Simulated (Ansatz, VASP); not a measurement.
# Ge in VASP and in Ansatz

File INCAR:

```
SYSTEM = Ge
PREC = Accurate
ENCUT = 520
EDIFF = 1E-7
ISMEAR = 0
SIGMA = 0.1
LREAL = .FALSE.
LASPH = .TRUE.
NELM = 80
ALGO = Normal
ISIF = 2
LWAVE = .FALSE.
LCHARG = .FALSE.
LDIPOL = .TRUE.
IDIPOL = 3
DIPOL = 0.5 0.5 0.500
NBANDS = 21
```

The input KPOINTS:

```
regular mesh
0
G
  12 12 1
  0 0 0
```

The input POSCAR:

```
Ge
1.0
    3.9580000000      0.0000000000      0.0000000000
   -1.9790000000      3.4277285482      0.0000000000
    0.0000000000      0.0000000000     28.0000000000
Ge
2
Direct
    0.3333333333      0.6666666667      0.5025535714
    0.6666666667      0.3333333333      0.4974464286
```

Input for Ansatz:

```yaml
crystal:
  lattice:
    - [3.958, 0.0, 0.0]
    - [-1.979, 3.4277285482, 0.0]
    - [0.0, 0.0, 28.0]
  atoms:
    - { symbol: Ge, position: [0.3333333333, 0.6666666667, 0.5025535714] }
    - { symbol: Ge, position: [0.6666666667, 0.3333333333, 0.4974464286] }
  periodic: [true, true, false]
basis:
  ecutwfc: 420
kpoints:
  mp_grid: { grid: [12, 12, 1] }
hamiltonian:
  xc: lda
  pseudopotentials: { kind: paw, azcp: { folder: soft_1 } }
scf:
  occupations: { method: gaussian, width: 0.1 }
output:
  forces: true
  stress: true
  eigenvalues: true
```

Alike in both runs: task single point; functional LDA; k mesh 12 × 12 × 1; occupations gaussian, width 0.1 eV; no spin polarisation.

```csv
,VASP,Ansatz
version,VASP 6.6.1,Ansatz 0.2.0
potentials or method,"VASP PAW LDA potentials, release 64 (Ge_d), cutoff 520 eV","scalar-relativistic, plane waves, PAW"
valence electrons in the cell,28,28
```

VASP gave:

- gap on the k mesh at the Fermi level (eV): none
- rms of the force components (eV/Å): 0.183

Task: Estimate Ansatz's values.

Result: gap on the k mesh at the Fermi level (eV): none; rms of the force components (eV/Å): 0.186.

Ansatz warns that its potentials were made for another functional, while VASP's fit it. LDA's correlation is that of Perdew and Zunger in VASP and of Perdew and Wang (1992) in Ansatz. Atom by atom the forces differ by 0.003 eV/Å (rms over components). A gap of «none» marks a metal or a gap that the smearing closes.
